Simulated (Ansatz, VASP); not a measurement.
# Hf: VASP beside Ansatz

```
Hf
1.0
     3.29957    0.00000    0.00000
    -1.64978    2.85751    0.00000
     0.00000    0.00000    5.37229
Hf
2
Direct
  0.33333 0.66667 0.25000
  0.66667 0.33333 0.75000
```

Alike in both runs: task single point; functional PBEsol; k mesh 15 × 15 × 8; occupations gaussian, width 0.1 eV; no spin polarisation.

|  | VASP | Ansatz |
| --- | --- | --- |
| version | VASP 6.6.1 | Ansatz 0.2.0 |
| potentials or method | VASP PAW PBE potentials, release 64 (Hf_pv), cutoff 520 eV | scalar-relativistic, plane waves, PAW |
| valence electrons in the cell | 20 | 52 |

```csv
,VASP,Ansatz,Ansatz less VASP
gap on the k mesh at the Fermi level (eV),none,none,-
pressure (GPa),-14.0,-13.7,+0.34
"traceless stress, the component that is largest in VASP (GPa)",-1.95,-1.93,+0.027
```

VASP's potentials were made for PBE, not for PBEsol. A gap of «none» marks a metal or a gap that the smearing closes. VASP's potentials hold 20 valence electrons a cell and Ansatz's 52, so a difference there can come from the potentials and not from the codes.

Neither program's run includes spin-orbit coupling.
